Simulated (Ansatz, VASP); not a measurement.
Two plane-wave programs on Si16Ge

```
Si Ge
1.0
     0.00000    5.43000    5.43000
     5.43000    0.00000    5.43000
     5.43000    5.43000    0.00000
Si Ge
16 1
Direct
  0.00058 0.99767 0.00082
  0.12043 0.12930 0.12069
  0.98824 0.00396 0.50389
  0.12045 0.12926 0.62946
  0.00071 0.50065 0.00093
  0.12496 0.62495 0.12503
  0.00067 0.50062 0.49770
  0.12041 0.62035 0.62958
  0.50361 0.00361 0.98901
  0.62918 0.12914 0.12077
  0.50349 0.00348 0.50362
  0.62453 0.12432 0.62536
  0.49768 0.50054 0.00083
  0.62936 0.62036 0.12067
  0.50403 0.48806 0.50395
  0.62932 0.62038 0.62948
  0.37430 0.87398 0.37556
```

Alike in both runs: functional PBEsol; k mesh 2 × 2 × 2; occupations fermi-dirac, width 0.02 eV; no spin polarisation.

Ansatz relaxed the structure, and its values are those at the end. VASP's run is a single point on that final structure, the one shown.

|  | VASP | Ansatz |
| --- | --- | --- |
| version | VASP 6.6.1 | Ansatz 0.2.0 |
| potentials or method | VASP PAW PBE potentials, release 64 (Si, Ge_d), cutoff 520 eV | scalar-relativistic, plane waves, PAW |
| valence electrons in the cell | 78 | 78 |

|  | VASP | Ansatz | Ansatz less VASP |
| --- | --- | --- | --- |
| rms of the force components (eV/Å) | 0.006 | 0.005 | -0.0004 |

VASP's potentials were made for PBE, not for PBEsol, and Ansatz warns of the same on its side.

The k mesh is coarse, so the values compare programs but aren't converged.
